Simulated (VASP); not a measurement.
AlIn2:

```
CELL_PARAMETERS angstrom
4.52412 0.00000 0.00000
-2.26206 3.91800 0.00000
0.00000 0.00000 4.47581
ATOMIC_POSITIONS crystal
Al 0.00000 0.00000 0.50000
In 0.33333 0.66667 0.50000
In 0.66667 0.33333 0.50000
```

| Item | Value |
| --- | --- |
| Program | VASP 6.6.1 |
| Task | relaxation of cell and atoms |
| Functional | PBE |
| Potentials or basis | VASP PAW PBE potentials, release 64 (Al, In_d) |
| Cutoff | 600 eV |
| k mesh | 6 × 6 × 4 |
| Occupations | gaussian, width 0.1 eV |
| Spin | no spin polarisation |

At the start: pressure 19.9 GPa; volume 26.45 Å³/atom.

Q: How do energy, volume and symmetry change on relaxing?

A: Over 15 steps the energy falls by 978.7 meV/atom and the volume is 24.48 Å³/atom (-7.4 %); space group P6/mmm (No. 191, to 0.05 Å).

Step by step:
```csv
step,energy change (eV),largest force (eV/Å),pressure (GPa),volume (Å³)
1,0.0000,0.0000,19.87,79.34
2,-1.6108,0.0000,-3.28,121.05
3,-1.7594,0.0000,-0.44,103.78
4,-1.7716,0.0000,-1.31,107.59
5,-1.7717,0.0000,-1.20,106.99
6,-1.8618,0.0000,-1.48,103.56
7,-2.2024,0.0000,-1.91,93.14
8,-2.9283,0.0000,1.16,71.76
9,-2.7938,0.0000,-0.88,77.91
10,-2.9308,0.0000,0.29,73.21
11,-2.9343,0.0000,0.57,72.51
12,-2.9271,0.0000,-0.43,74.35
13,-2.9357,0.0000,0.26,73.00
14,-2.9353,0.0000,-0.29,74.06
15,-2.9362,0.0000,0.00,73.43
```

Final structure:
```
CELL_PARAMETERS angstrom
5.38514 0.00000 0.00000
-2.69257 4.66367 0.00000
0.00000 0.00000 2.92379
ATOMIC_POSITIONS crystal
Al 0.00000 0.00000 0.50000
In 0.33333 0.66667 0.50000
In 0.66667 0.33333 0.50000
```
